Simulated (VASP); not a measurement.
A run of VASP 6.6.1:

Contents of INCAR:

```
PREC     = Accurate       # precision mode
ENCUT    = 520            # plane-wave cutoff, eV
EDIFF    = 1E-8           # SCF threshold, eV
ISMEAR   = -1             # smearing method
SIGMA    = 0.05           # smearing width, eV
LREAL    = False          # projectors in reciprocal space
LASPH    = True           # aspherical terms in the spheres
NELM     = 80             # most SCF steps
ALGO     = Normal         # electronic algorithm
ISIF     = 2              # what is computed and relaxed
LWAVE    = False          # write WAVECAR
LCHARG   = False          # write CHGCAR
GGA      = PS             # functional
LEFG     = True         
NBANDS   = 18             # bands
```

KPOINTS

```
regular mesh
0
Gamma
  18 18 10
```

Contents of POSCAR:

```
Ag
1.0
    2.9300000000      0.0000000000      0.0000000000
   -1.4650000000      2.5374544331      0.0000000000
    0.0000000000      0.0000000000      4.7900000000
Ag
2
Direct
    0.3333333333      0.6666666667      0.2500000000
    0.6666666667      0.3333333333      0.7500000000
```

Potentials or basis: VASP PAW PBE potentials, release 64 (Ag).

Run with:

```console
$ cat potpaw_PBE.64/Ag/POTCAR > POTCAR
$ mpirun -np 1 vasp_std > vasp.out
```

Hardware: 1 thread of Intel Xeon 8259CL, on a shared host.

Estimate the wall time of this run.

Run time: 3.6 min on 1 thread of Intel Xeon 8259CL (shared host), peak memory 0.25 GiB. Counts: scf iterations 13, k points 222.
